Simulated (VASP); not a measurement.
Al3Cu2:

```xyz
5
Lattice="4.0920 0.0000 0.0000 -2.0460 3.5437 0.0000 0.0000 0.0000 4.9928" Properties=species:S:1:pos:R:3 pbc="T T T"
Al    0.0000    0.0000    0.0000
Al    0.0000    2.3625    1.7471
Al    2.0460    1.1812    3.2457
Cu    0.0000    2.3625    4.1915
Cu    2.0460    1.1812    0.8013
```

Base run:

| Property | Result |
| --- | --- |
| Program | VASP 6.6.1 |
| Functional | PBEsol |
| Potentials or basis | VASP PAW PBE potentials, release 64 (Al, Cu) |
| Cutoff | 520 eV |
| k mesh | 12 × 12 × 8 |
| Occupations | gaussian, width 0.1 eV |
| Spin | no spin polarisation |

Its results: pressure 0.5 GPa; largest force 0.061 eV/Å.

Task: The run is repeated on the same cell with these changes: dispersion from none to D3(BJ). What comes out?

Result: Pressure -3.8 GPa; largest force 0.058 eV/Å.

Dispersion adds attraction, which lowers the pressure at fixed volume and, as a term added to the energy, leaves the levels alone.

Caveats: the PAW data sets were made with another functional, which shifts forces and pressure a little; three body term missing (some runs); pairwise dispersion overbinds metals, which lowers pressure and volume (some runs).
